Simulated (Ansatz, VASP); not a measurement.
**One calculation of K2S, two programs**

Contents of INCAR:

```
ALGO = Normal ; EDIFF = 1E-6
ENCUT = 500 ; GGA = RE
GGA_COMPAT = F ; ISIF = 2
ISMEAR = 0 ; LASPH = T
LCHARG = F ; LREAL = F
LWAVE = F ; NBANDS = 19
NELM = 120 ; PREC = Accurate
SIGMA = 0.05
```

The input KPOINTS:

```
k-points
0
Gamma
  6 6 6
```

The input POSCAR:

```
K2S
1.0
    0.0000000000      3.8241842821      3.8241842821
    3.8241842821      0.0000000000      3.8241842821
    3.8241842821      3.8241842821      0.0000000000
K S
2 1
Direct
    0.2500000000      0.2500000000      0.2500000000
    0.7500000000      0.7500000000      0.7500000000
    0.0000000000      0.0000000000      0.0000000000
```

Input for Ansatz:

```yaml
crystal:
  lattice:
    - [0.0, 3.8241842821, 3.8241842821]
    - [3.8241842821, 0.0, 3.8241842821]
    - [3.8241842821, 3.8241842821, 0.0]
  atoms:
    - { symbol: K, position: [0.25, 0.25, 0.25] }
    - { symbol: K, position: [0.75, 0.75, 0.75] }
    - { symbol: S, position: [0.0, 0.0, 0.0] }
basis:
  ecutwfc: 420
  ecutrho_ratio: 4
kpoints:
  mp_grid: { grid: [6, 6, 6] }
hamiltonian:
  xc: revpbe
scf:
  occupations: { method: gaussian, width: 0.05 }
output:
  forces: true
  stress: true
  eigenvalues: true
```

Alike in both runs: task single point; functional revPBE; k mesh 6 × 6 × 6; occupations gaussian, width 0.05 eV; no spin polarisation.

```csv
,VASP,Ansatz
version,VASP 6.6.1,Ansatz 0.2.0
potentials or method,"VASP PAW PBE potentials, release 64 (K_sv, S), cutoff 500 eV","scalar-relativistic, plane waves, PAW"
valence electrons in the cell,24,24
```

```csv
,VASP,Ansatz,Ansatz less VASP
gap on the k mesh at the Fermi level (eV),2.36,2.36,0.000
least direct gap on the mesh (eV),2.48,2.48,+0.001
pressure (GPa),-0.3,-0.3,-0.01
```

VASP's potentials were made for PBE, not for revPBE.
